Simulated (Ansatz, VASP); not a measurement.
# GaAs: VASP beside Ansatz

```
CELL_PARAMETERS angstrom
0.00000 2.82893 2.82893
2.82893 0.00000 2.82893
2.82893 2.82893 0.00000
ATOMIC_POSITIONS crystal
Ga 0.00000 0.00000 0.00000
As 0.25000 0.25000 0.25000
```

Alike in both runs: functional PBEsol; k mesh 10 × 10 × 10; occupations gaussian, width 0.05 eV; no spin polarisation.

Ansatz relaxed the structure, and its values are those at the end. VASP's run is a single point on that final structure, the one shown.

|  | VASP | Ansatz |
| --- | --- | --- |
| version | VASP 6.6.1 | Ansatz 0.2.0 |
| potentials or method | VASP PAW PBE potentials, release 64 (Ga_d, As), cutoff 520 eV | scalar-relativistic, plane waves, PAW |
| valence electrons in the cell | 18 | 28 |

|  | VASP | Ansatz | Ansatz less VASP |
| --- | --- | --- | --- |
| gap on the k mesh at the Fermi level (eV) | 0.44 | 0.43 | -0.014 |
| least direct gap on the mesh (eV) | 0.44 | 0.43 | -0.014 |
| pressure (GPa) | 0.2 | 0.0 | -0.16 |

VASP's potentials were made for PBE, not for PBEsol. VASP's potentials hold 18 valence electrons a cell and Ansatz's 28, so a difference there can come from the potentials and not from the codes.
